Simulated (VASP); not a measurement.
A run of VASP 6.6.1 is set up as follows.

The input POSCAR:

```
Cd3C
1.0
    4.2608049762      0.0000000000      0.0000000000
    0.0000000000      4.2608049762      0.0000000000
    0.0000000000      0.0000000000      4.2608049762
Cd C
3 1
Direct
    0.0000000000      0.5000000000      0.5000000000
    0.5000000000      0.0000000000      0.5000000000
    0.5000000000      0.5000000000      0.0000000000
    0.0000000000      0.0000000000      0.0000000000
```

INCAR.step1

```
PREC = Accurate
ENCUT = 600
ISMEAR = 0
SIGMA = 0.1
LREAL = False
LASPH = True
NELM = 80
GGA = PE
ALGO = Normal
EDIFF = 1E-4
LWAVE = True
LCHARG = False
```

The input INCAR.step2:

```
PREC = Accurate
ENCUT = 600
EDIFF = 1E-6
ISMEAR = 0
SIGMA = 0.1
LREAL = False
LASPH = True
NELM = 80
ALGO = Normal
ISIF = 3
LWAVE = False
LCHARG = False
METAGGA = R2SCAN
LMIXTAU = True
IBRION = 2
NSW = 90
EDIFFG = -0.04
ISTART = 1
```

Contents of KPOINTS:

```
regular mesh
0
Gamma
  4 4 4
```

Potentials or basis: VASP PAW PBE potentials, release 64 (Cd, C).

The run is started by

```sh
$ cat potpaw_PBE.64/Cd/POTCAR potpaw_PBE.64/C/POTCAR > POTCAR
$ cp INCAR.step1 INCAR
$ mpirun -np 1 vasp_std > vasp.out
$ cp INCAR.step2 INCAR
$ mpirun -np 1 vasp_std > vasp.out
```

(1) Predict the relaxed cell.

(2) Estimate the relaxed volume.

(3) Predict the space group after relaxing (to 0.1 Å).

(4) What does it give for the band gap on the k mesh?

Answers

(1) a = 4.123 Å, b = 4.123 Å, c = 4.123 Å, α = 90.00°, β = 90.00°, γ = 90.00°.

(2) 17.52 Å³/atom.

(3) Pm-3m (No. 221).

(4) zero (bands 20 and 21 overlap by 0.80 eV).

Caveat: the k points lie up to 0.38 Å⁻¹ apart in the final cell, too coarse for converged energies and pressures of a metal; the PAW data sets were made with another functional, which shifts forces and pressure a little.
